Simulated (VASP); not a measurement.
Ir: single point with r2SCAN

Ir:

```xyz
2
Lattice="2.7262 0.0000 0.0000 -1.3631 2.3610 0.0000 0.0000 0.0000 4.4319" Properties=species:S:1:pos:R:3 pbc="T T T"
Ir    0.0000    1.5740    1.1080
Ir    1.3631    0.7870    3.3239
```

* Program: VASP 6.6.1
* Task: single point
* Functional: r2SCAN
* Potentials or basis: VASP PAW PBE potentials, release 64 (Ir)
* Cutoff: 520 eV
* k mesh: 19 × 19 × 11
* Occupations: methfessel-paxton, width 0.1 eV
* Spin: no spin polarisation

| Quantity | Value |
| --- | --- |
| Pressure | 2.5 GPa |
| Band gap on the k mesh | zero (band 9 reaches 11.14 eV, above the bottom of band 10 at 7.66 eV) |

Stress tensor (GPa, compression positive):
```
2.40 0.00 0.00
0.00 2.40 0.00
0.00 0.00 2.66
```

Levels at points of the mesh, in eV from the Fermi level:
```csv
k point,band 5,band 6,band 7,band 8,band 9,band 10,band 11,band 12,band 13,band 14
"(0.00, 0.00, 0.00)",-3.96,-3.30,-3.30,-2.45,-2.45,-0.81,0.27,0.27,7.35,15.13
```

Wall time 3.8 min on 1 thread of Intel Xeon 6975P-C, with other jobs on the host, peak memory 0.22 GiB.

Caveat: the PAW data sets were made with another functional, which shifts forces and pressure a little; spin-orbit coupling is left out, which moves the levels of the heavy elements.
